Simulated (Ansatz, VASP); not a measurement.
**One calculation of NaF, two programs**

```
Na F
1.0
     0.00000    2.31999    2.31999
     2.31999    0.00000    2.31999
     2.31999    2.31999    0.00000
Na F
1 1
Direct
  0.00000 0.00000 0.00000
  0.50000 0.50000 0.50000
```

Alike in both runs: task single point; functional r2SCAN; k mesh 8 × 8 × 8; no spin polarisation.

```csv
,VASP,Ansatz
version,VASP 6.6.1,Ansatz 0.2.0
potentials or method,"VASP PAW PBE potentials, release 64 (Na_pv, F)","plane waves, PAW"
plane-wave cutoff (eV),520,500
occupations,"gaussian, width 0.01 eV",fixed
valence electrons in the cell,14,16
```

|  | VASP | Ansatz | Ansatz less VASP |
| --- | --- | --- | --- |
| gap on the k mesh at the Fermi level (eV) | 7.15 | 7.11 | -0.037 |
| pressure (GPa) | -2.0 | -1.5 | +0.51 |

VASP's potentials were made for PBE, not for r2SCAN. VASP's potentials hold 14 valence electrons a cell and Ansatz's 16, so a difference there can come from the potentials and not from the codes.
